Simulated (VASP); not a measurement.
# Cu in VASP: further runs

Aim: see how the results for Cu move with the level of theory and the settings. Levels: PBEsol, PBE0. Tasks: single point.

All numbers are computed with VASP 6.6.1; they aren't measurements. Logs are shortened: lines on timing, memory, paths and dates and some standing lists are left out, and cuts for length are marked.

## Step 1: The cell of the first run

It takes space group P2_1/m (No. 11, monoclinic). Conventional cell: a = 2.490 Å, b = 4.113 Å, c = 2.535 Å, α = 90.00°, β = 118.27°, γ = 90.00°. Cu (site symmetry m) has 12 Cu at 2.49 to 2.58 Å within 3.3 Å.

## Step 2: Single point, PBEsol

INCAR reads:

```
SYSTEM = Cu
PREC = Accurate ; ENCUT = 520
EDIFF = 1E-7 ; ISMEAR = -1
SIGMA = 0.05 ; LREAL = .False.
LASPH = .True. ; NELM = 80
ALGO = Normal ; ISIF = 2
LWAVE = .False. ; LCHARG = .True.
GGA = PS ; LELF = .True.
LVHAR = .True. ; NBANDS = 18
```

KPOINTS reads:

```
Automatic mesh
0
Gamma
  12 12 7
  0 0 0
```

POSCAR reads:

```
Cu
1.0
    2.5340966698     -0.0506819334      0.0000000000
   -1.3109401767      2.2199330584      0.0000000000
    0.0000000000      0.0000000000      4.1125710000
Cu
2
Direct
    0.6666666667      0.3333333333      0.7500000000
    0.3333333333      0.6666666667      0.2500000000
```

Potentials or basis: VASP PAW PBE potentials, release 64 (Cu).

The run is started by

```
$ cat potpaw_PBE.64/Cu/POTCAR > POTCAR
$ mpirun -np 1 vasp_std > vasp.out
```

OUTCAR:

```text
SYSTEM = Cu
   PREC = Accurate
   ENCUT = 520
   EDIFF = 1E-7
   ISMEAR = -1
   LREAL = .False.
   LASPH = .True.
   NELM = 80
   ISIF = 2
   GGA = PS

 ion  position               nearest neighbor table
   1  0.667  0.333  0.750-   2 2.51   2 2.51   2 2.52   2 2.52   2 2.54   2 2.54
   2  0.333  0.667  0.250-   1 2.51   1 2.51   1 2.52   1 2.52   1 2.54   1 2.54

  LATTYP: Found a simple monoclinic cell.
 ALAT       =     2.4903337628
 B/A-ratio  =     1.6514135822
 C/A-ratio  =     1.0177766034
 COS(beta)  =    -0.4736455831

  Lattice vectors:

 A1 = (   1.2231564931,   2.1692511250,   0.0000000000)
 A2 = (   0.0000000000,   0.0000000000,  -4.1125710000)
 A3 = (  -2.5340966698,   0.0506819334,   0.0000000000)

Analysis of symmetry for initial positions (statically):
=====================================================================
 Subroutine PRICEL returns:
 Original cell was already a primitive cell.

 Routine SETGRP: Setting up the symmetry group for a
 simple monoclinic supercell.

 Subroutine GETGRP returns: Found  4 space group operations
 (whereof  2 operations were pure point group operations)
 out of a pool of  4 trial point group operations.

The static configuration has the point symmetry S_2 .
 The point group associated with its full space group is C_2h.

Analysis of symmetry for dynamics (positions and initial velocities):
=====================================================================
 Subroutine PRICEL returns:
 Original cell was already a primitive cell.

 Routine SETGRP: Setting up the symmetry group for a
 simple monoclinic supercell.

 Subroutine GETGRP returns: Found  4 space group operations
 (whereof  2 operations were pure point group operations)
 out of a pool of  4 trial point group operations.

The dynamic configuration has the point symmetry S_2 .
 The point group associated with its full space group is C_2h.

 Subroutine INISYM returns: Found  4 space group operations
 (whereof  2 operations are pure point group operations),
 and found     1 'primitive' translations

----------------------------------------------------------------------------------------

                                     Primitive cell

  volume of cell :      22.8621

  direct lattice vectors                    reciprocal lattice vectors
     2.534096670 -0.050681933  0.000000000     0.399334326  0.235819459  0.000000000
    -1.310940177  2.219933058  0.000000000     0.009116958  0.455847883  0.000000000
     0.000000000  0.000000000  4.112571000     0.000000000  0.000000000  0.243156896

  length of vectors
     2.534603438  2.578113056  4.112571000     0.463765804  0.455939044  0.243156896

  position of ions in fractional coordinates (direct lattice)
     0.666666667  0.333333333  0.750000000
     0.333333333  0.666666667  0.250000000

  ion indices of the primitive-cell ions
   primitive index   ion index
                 1           1
                 2           2

----------------------------------------------------------------------------------------

 KPOINTS: Automatic mesh

Automatic generation of k-mesh.
 Grid dimensions read from file:
 generate k-points for:   12   12    7

 Generating k-lattice:

  Cartesian coordinates                     Fractional coordinates (reciprocal lattice)
     0.033277861  0.019651622  0.000000000     0.083333333  0.000000000  0.000000000
     0.000759746  0.037987324  0.000000000     0.000000000  0.083333333  0.000000000
     0.000000000  0.000000000  0.034736699     0.000000000  0.000000000  0.142857143

  Length of vectors
     0.038647150  0.037994920  0.034736699

  Shift w.r.t. Gamma in fractional coordinates (k-lattice)
     0.000000000  0.000000000  0.000000000

 Subroutine IBZKPT returns following result:
 ===========================================

 Found    296 irreducible k-points:

 Following reciprocal coordinates:
            Coordinates               Weight
  0.000000  0.000000  0.000000      1.000000
  0.083333  0.000000  0.000000      2.000000
  0.166667  0.000000  0.000000      2.000000
  0.250000  0.000000  0.000000      2.000000
  0.333333  0.000000  0.000000      2.000000
  0.416667  0.000000  0.000000      2.000000
[... 16 lines left out ...]
  0.250000  0.166667  0.000000      2.000000
  0.333333  0.166667  0.000000      2.000000
 [... further k-points ...]
   k-points           NKPTS =    296   k-points in BZ     NKDIM =    296   number of bands    NBANDS=     18
   number of dos      NEDOS =    301   number of ions     NIONS =      2
   total plane-waves  NPLWV =  12800
   dimension x,y,z NGX =    20 NGY =   20 NGZ =   32
   dimension x,y,z NGXF=    40 NGYF=   40 NGZF=   64
   ions per type =               2
   NGX,Y,Z   is equivalent  to a cutoff of  13.12, 12.90, 12.94 a.u.
   NGXF,Y,Z  is equivalent  to a cutoff of  26.24, 25.79, 25.87 a.u.
 SYSTEM =  Cu
   PREC   = accura    normal or accurate (medium, high low for compatibility)
   ISTART =      0    job   : 0-new  1-cont  2-samecut
   ICHARG =      2    charge: 1-file 2-atom 10-const
   ISPIN  =      1    spin polarized calculation?
   LNONCOLLINEAR =      F non collinear calculations
   LSORBIT =      F    spin-orbit coupling
   LASPH  =      T    aspherical Exc in radial PAW
   ENCUT  =  520.0 eV  38.22 Ry    6.18 a.u.   4.71  4.79  7.65*2*pi/ulx,y,z
   NELM   =     80;   NELMIN=  2; NELMDL= -5     # of ELM steps
   EDIFF  = 0.1E-06   stopping-criterion for ELM
   LREAL  =      F    real-space projection
   EDIFFG = 0.1E-05   stopping-criterion for IOM
   NSW    =      0    number of steps for IOM
   IBRION =     -1    ionic relax: 0-MD 1-quasi-New 2-CG
   NFREE  =      0    steps in history (QN), initial steepest desc. (CG)
   ISIF   =      2    stress and relaxation
   ISYM   =      2    0-nonsym 1-usesym 2-fastsym
   POTIM  = 0.5000    time-step for ionic-motion
   TEBEG  =    0.0;   TEEND  =   0.0 temperature during run
   PSTRESS=    0.0 pullay stress
   NELECT =      22.0000    total number of electrons
   NUPDOWN=      -1.0000    fix difference up-down
   EMIN   =  10.00;   EMAX   =-10.00  energy-range for DOS
   EFERMI =   0.00;   METHOD = LEGACY
   ISMEAR =    -1;   SIGMA  =   0.05  broadening in eV -4-tet -1-fermi 0-gaus
   EFERMI_NEDOS =   21; number of points for ismear=-14 and -15
   IALGO  =     38    algorithm
   IMIX   =      4    mixing-type and parameters
     AMIX     =   0.40;   BMIX     =  1.00
     AMIX_MAG =   1.60;   BMIX_MAG =  1.00
  volume/ion in A,a.u.               =      11.43        77.14
  Fermi-wavevector in a.u.,A,eV,Ry     =   1.616256  3.054281 35.542278  2.612284
  Thomas-Fermi vector in A             =   2.710872
   LORBIT       =      0    0 simple, 1 ext, 2 COOP (PROOUT), +10 PAW based schemes
   GGA     = PS    functional components
   LHFCALC =     F    Hartree Fock is set to
   AEXX    =    0.0000 exact exchange contribution
   IVDW    =     0    specifies the selected vdW correction
   LEPSILON=     F    determine dielectric tensor
   LRPA    =     F    only Hartree local field effects (RPA)
 non-spin polarized calculation
  energy-cutoff  :      520.00
  volume of cell :       22.86
 maximum number of plane-waves:       630
   NGX =  9   NGY =  9   NGZ = 15

 number of electron      21.9999987 magnetization

 Free energy of the ion-electron system (eV)
  ---------------------------------------------------
  ext. energy  EPLUGINS =         0.00000000
  ---------------------------------------------------
  free energy    TOTEN  =        -8.58120887 eV

  energy without entropy =       -8.57321122  energy(sigma->0) =       -8.57721004

 E-fermi :   7.7714     XC(G=0): -13.0983

 val. band max:        7.7694325162   @ k =  -0.2500   0.4167   0.4286
 cond. band min:       7.7832236964   @ k =   0.0833   0.0833   0.1429
 fundamental gap:      0.0137911803
 Fermi energy:         7.7714037491

 k-point     1 :       0.0000    0.0000    0.0000
  band No.  band energies     occupation
      1      -1.8306      2.00000
      2       2.5404      2.00000
      3       4.5922      2.00000
      4       4.6927      2.00000
      5       4.8421      2.00000
      6       4.8987      2.00000
[... 10 lines left out ...]
     17      30.7685      0.00000
     18      31.7459      0.00000

 k-point     2 :       0.0833    0.0000    0.0000
  band No.  band energies     occupation
      1      -1.5933      2.00000
      2       2.6789      2.00000
      3       4.6007      2.00000
      4       4.7123      2.00000
      5       4.9052      2.00000
      6       4.9442      2.00000
[... 10 lines left out ...]
     17      32.1477      0.00000
     18      32.5644      0.00000

 k-point     3 :       0.1667    0.0000    0.0000
  band No.  band energies     occupation
      1      -0.8984      2.00000
      2       3.0307      2.00000
      3       4.4232      2.00000
      4       4.5254      2.00000
      5       4.8890      2.00000
      6       4.9661      2.00000
[... 10 lines left out ...]
     17      30.4625      0.00000
     18      32.2099      0.00000

 k-point     4 :       0.2500    0.0000    0.0000
  band No.  band energies     occupation
      1       0.1887      2.00000
      2       3.3558      2.00000
      3       3.9710      2.00000
      4       4.2629      2.00000
      5       4.7926      2.00000
      6       4.8541      2.00000
[... 375 lines left out ...]
      4       4.0042      2.00000
      5       4.6445      2.00000
      6       4.7784      2.00000
[... 10 lines left out ...]
     17      27.1459      0.00000
     18      27.4741      0.00000

 k-point    23 :       0.2500    0.1667    0.0000
  band No.  band energies     occupation
      1       2.0283      2.00000
      2       3.5575      2.00000
      3       3.5854      2.00000
      4       3.9362      2.00000
      5       4.5013      2.00000
      6       4.8935      2.00000
[... 10 lines left out ...]
     17      24.6646      0.00000
     18      25.4331      0.00000

 k-point    24 :       0.3333    0.1667    0.0000
  band No.  band energies     occupation
      1       2.9373      2.00000
      2       3.4094      2.00000
      3       3.4185      2.00000
      4       4.1266      2.00000
      5       4.4498      2.00000
      6       4.8314      2.00000
[... 10 lines left out ...]
     17      21.6028      0.00000
     18      24.7485      0.00000

 [... further k-points ...]
[... 5 lines left out ...]
  --------------------------------------------------------------------------------------
  -------------------------------------------------------------------------------------
  Total       -0.1165401     -0.0869098     -0.0103068      0.2957829      0.0000000      0.0000000
  in kB       -8.1671290     -6.0906398     -0.7222994     20.7284584      0.0000000      0.0000000
  external PRESSURE =      -4.9933561 kB  Pullay stress =       0.0000000 kB

 VOLUME and BASIS-vectors are now :
 -----------------------------------------------------------------------------
  energy-cutoff  :      520.00
  volume of cell :       22.86
      direct lattice vectors                 reciprocal lattice vectors
     2.534096670 -0.050681933  0.000000000     0.399334326  0.235819459  0.000000000
    -1.310940177  2.219933058  0.000000000     0.009116958  0.455847883  0.000000000
     0.000000000  0.000000000  4.112571000     0.000000000  0.000000000  0.243156896

 POSITION                                       TOTAL-FORCE (eV/Angst)
 -----------------------------------------------------------------------------------
      1.25242      0.70619      3.08443        -0.072226      0.007936      0.000000
     -0.02926      1.46306      1.02814         0.072226     -0.007936      0.000000
 -----------------------------------------------------------------------------------
    total drift:                                0.000000     -0.000000      0.000000

  FREE ENERGIE OF THE ION-ELECTRON SYSTEM (eV)
  ---------------------------------------------------
  free  energy   TOTEN  =        -8.5812088667 eV

  energy  without entropy=       -8.5732112179  energy(sigma->0) =       -8.57721004
```

It took 2.7 min on 1 thread of AMD EPYC 7R13, shared host; peak memory 0.18 GiB.

What came out:

- Free energy: -8.5812 eV
- Pressure: -0.5 GPa
- Largest force: 0.073 eV/Å
- Band gap on the k mesh: zero (bands 11 and 12 overlap by 5.77 eV)

Forces in eV/Å, atoms in the order of the input:
```
Cu  -0.072  0.008  0.000
Cu   0.072 -0.008  0.000
```

Caveat: the PAW data sets were made with another functional, which shifts forces and pressure a little.

## Step 3: Single point, PBEsol

INCAR reads:

```
ALGO = Fast
EDIFF = 1E-6
ENCUT = 520
GGA = PS
ISIF = 2
ISMEAR = -1
LASPH = T
LCHARG = F
LREAL = F
LWAVE = F
NBANDS = 18
NELM = 100
PREC = Accurate
SIGMA = 0.05
```

KPOINTS reads:

```
k-points
0
Gamma
  12 12 7
```

POSCAR reads:

```
Cu
1.0
    2.5340966698     -0.0253409667      0.0000000000
   -1.2889942558      2.2072625750      0.0000000000
    0.0000000000      0.0000000000      4.1125710000
Cu
2
Direct
    0.6666666667      0.3333333333      0.7500000000
    0.3333333333      0.6666666667      0.2500000000
```

Potentials or basis: VASP PAW PBE potentials, release 64 (Cu).

The run is started by

```
$ cat potpaw_PBE.64/Cu/POTCAR > POTCAR
$ mpirun -np 1 vasp_std > vasp.out
```

Run time: 3.4 min. Hardware: 1 thread of AMD EPYC 7R13, shared host; peak memory 0.18 GiB.

The run converged. Its results:

- Free energy: -8.5856 eV
- Pressure: -0.8 GPa
- Largest force: 0.036 eV/Å
- Band gap on the k mesh: zero (bands 11 and 12 overlap by 5.86 eV)

Forces on the atoms (eV/Å):
```
Cu  -0.036  0.002  0.000
Cu   0.036 -0.002  0.000
```

Stress tensor (GPa, compression positive):
```
-0.97  1.04  0.00
 1.04 -0.92  0.00
 0.00  0.00 -0.54
```

Levels at points of the mesh, in eV from the Fermi level:
```csv
k point,band 7,band 8,band 9,band 10,band 11,band 12,band 13,band 14,band 15,band 16
"(0.00, 0.00, 0.00)",-2.72,-2.52,-2.50,-1.72,-1.70,-1.03,4.04,21.31,21.95,22.50
"(0.50, 0.00, 0.00)",-2.70,-1.60,-1.56,-1.50,0.10,1.75,8.10,8.51,11.05,11.52
"(0.00, 0.50, 0.00)",-2.75,-1.62,-1.55,-1.51,0.03,1.64,7.95,8.38,10.93,11.37
"(0.50, 0.50, 0.00)",-2.80,-1.63,-1.55,-1.52,-0.04,1.52,7.80,8.24,10.81,11.22
```

Caveat: the PAW data sets were made with another functional, which shifts forces and pressure a little.

## Step 4: Single point, PBE0

This run uses another cell than the first one, of 11.89 Å³/atom.

POSCAR reads:

```
Cu
1.0
    2.5674438712      0.0000000000      0.0000000000
   -1.2837219356      2.2234716153      0.0000000000
    0.0000000000      0.0000000000      4.1666899825
Cu
2
Direct
    0.6666666667      0.3333333333      0.7500000000
    0.3333333333      0.6666666667      0.2500000000
```

INCAR.step1 reads:

```
PREC = Accurate
ENCUT = 520
EDIFF = 1E-5
ISMEAR = -1
SIGMA = 0.05
LREAL = F
LASPH = T
NELM = 100
ALGO = Normal
ISIF = 2
LWAVE = T
LCHARG = F
GGA = PE
NBANDS = 18
```

INCAR.step2 reads:

```
PREC = Accurate
ENCUT = 520
EDIFF = 1E-6
ISMEAR = -1
SIGMA = 0.05
LREAL = F
LASPH = T
NELM = 100
ALGO = Normal
ISIF = 2
LWAVE = F
LCHARG = F
GGA = PE
LHFCALC = T
AEXX = 0.25
PRECFOCK = Normal
ISTART = 1
NBANDS = 18
```

KPOINTS reads:

```
Automatic mesh
0
Gamma
  6 6 4
```

The run is started by

```
$ cat potpaw_PBE.64/Cu/POTCAR > POTCAR
$ cp INCAR.step1 INCAR
$ mpirun -np 1 vasp_std > vasp.out
$ cp INCAR.step2 INCAR
$ mpirun -np 1 vasp_std > vasp.out
```

Wall time 45 min (1 thread of Intel Xeon 8259CL, shared host); peak memory 0.16 GiB.

It converged, with:

| Property | Result |
| --- | --- |
| Free energy | -7.6761 eV |
| Pressure | 2.2 GPa |
| Band gap on the k mesh | zero (bands 11 and 12 overlap by 8.67 eV) |

Stress tensor (GPa, compression positive):
```
3.12 0.00 0.00
0.00 3.12 0.00
0.00 0.00 0.26
```

Levels at points of the mesh, in eV from the Fermi level:
| k point | band 9 | band 10 | band 11 | band 12 | band 13 | band 14 |
| --- | --- | --- | --- | --- | --- | --- |
| (0.00, 0.00, 0.00) | -3.70 | -2.79 | -2.79 | -0.65 | 5.51 | 23.33 |
| (0.50, 0.00, 0.00) | -2.66 | -2.59 | 0.69 | 2.72 | 9.71 | 10.23 |
| (0.00, 0.00, 0.50) | -3.08 | -3.08 | -3.08 | -3.08 | 14.80 | 14.80 |
| (0.50, 0.00, 0.50) | -2.61 | -2.61 | 1.63 | 1.63 | 6.57 | 6.57 |

Caveat: the k points lie up to 0.47 Å⁻¹ apart, too coarse for converged energies and pressures of a metal; the PAW data sets were made with another functional, which shifts forces and pressure a little.

## Step 5: Single point, PBE0

This run uses another cell than the first one, of 10.75 Å³/atom.

POSCAR reads:

```
Cu
1.0
    2.4823658959      0.0000000000      0.0000000000
   -1.2411829479      2.1497919273      0.0000000000
    0.0000000000      0.0000000000      4.0286174227
Cu
2
Direct
    0.6666666667      0.3333333333      0.7500000000
    0.3333333333      0.6666666667      0.2500000000
```

INCAR.step1: that of step 4 with these lines changed.

```diff
@@ -7,3 +7,3 @@
 LASPH = T
-NELM = 100
+NELM = 60
 ALGO = Normal
```

INCAR.step2: that of step 4 with these lines changed.

```diff
@@ -7,3 +7,3 @@
 LASPH = T
-NELM = 100
+NELM = 60
 ALGO = Normal
```

KPOINTS reads:

```
regular mesh
0
Gamma
  6 6 4
```

The run is started by

```
$ cat potpaw_PBE.64/Cu/POTCAR > POTCAR
$ cp INCAR.step1 INCAR
$ mpirun -np 1 vasp_std > vasp.out
$ cp INCAR.step2 INCAR
$ mpirun -np 1 vasp_std > vasp.out
```

It took 31 min on 1 thread of Intel Xeon Platinum 8375C at 2.90GHz (Ice Lake), shared host; peak memory 0.14 GiB.

It converged, with:

```
Free energy            : -7.5225 eV
Pressure               : 20.1 GPa
Band gap on the k mesh : zero (bands 11 and 12 overlap by 9.12 eV)
```

Stress tensor (GPa, compression positive):
```
21.16  0.00  0.00
 0.00 21.16  0.00
 0.00  0.00 18.08
```

Levels at points of the mesh, in eV from the Fermi level:
| k point | band 8 | band 9 | band 10 | band 11 | band 12 | band 13 | band 14 | band 15 |
| --- | --- | --- | --- | --- | --- | --- | --- | --- |
| (0.00, 0.00, 0.00) | -3.98 | -3.98 | -2.92 | -2.92 | -1.01 | 6.10 | 24.20 | 25.78 |
| (0.50, 0.00, 0.00) | -2.83 | -2.77 | -2.69 | 0.65 | 2.96 | 10.24 | 10.90 | 13.37 |
| (0.00, 0.00, 0.50) | -4.60 | -3.26 | -3.26 | -3.26 | -3.26 | 15.74 | 15.74 | 24.97 |
| (0.50, 0.00, 0.50) | -3.02 | -2.72 | -2.72 | 1.49 | 1.49 | 7.19 | 7.19 | 19.48 |

Caveat: the k points lie up to 0.49 Å⁻¹ apart, too coarse for converged energies and pressures of a metal; the PAW data sets were made with another functional, which shifts forces and pressure a little.

## Step 6: Overview

```tsv
level	cell	k mesh	grid for exact exchange (PRECFOCK)	share of exact exchange	gap on the mesh (eV)	pressure (GPa)	largest force (eV/Å)
PBEsol	a = 2.535, b = 2.578, c = 4.113 Å, angles 90.0, 90.0, 121.7°, 2 atoms	12 × 12 × 7	-	-	none	-0.5	0.07
PBEsol	a = 2.534, b = 2.556, c = 4.113 Å, angles 90.0, 90.0, 120.9°, 2 atoms	12 × 12 × 7	-	-	none	-0.8	0.04
PBE0	a = 2.567, b = 2.567, c = 4.167 Å, angles 90.0, 90.0, 120.0°, 2 atoms	6 × 6 × 4	Normal	0.25	none	2.2	-
PBE0	a = 2.482, b = 2.482, c = 4.029 Å, angles 90.0, 90.0, 120.0°, 2 atoms	6 × 6 × 4	Normal	0.25	none	20.1	-
```

Alike in all rows: task single point; potentials or basis VASP PAW PBE potentials, release 64 (Cu); no spin polarisation; cutoff (eV) 520; smearing fermi-dirac 0.05 eV.

Caveats: some runs use coarse meshes; the PAW data sets were made with another functional, which shifts forces and pressure a little.

Total energies depend on the potentials used, so only differences within one code and one set of settings carry meaning.
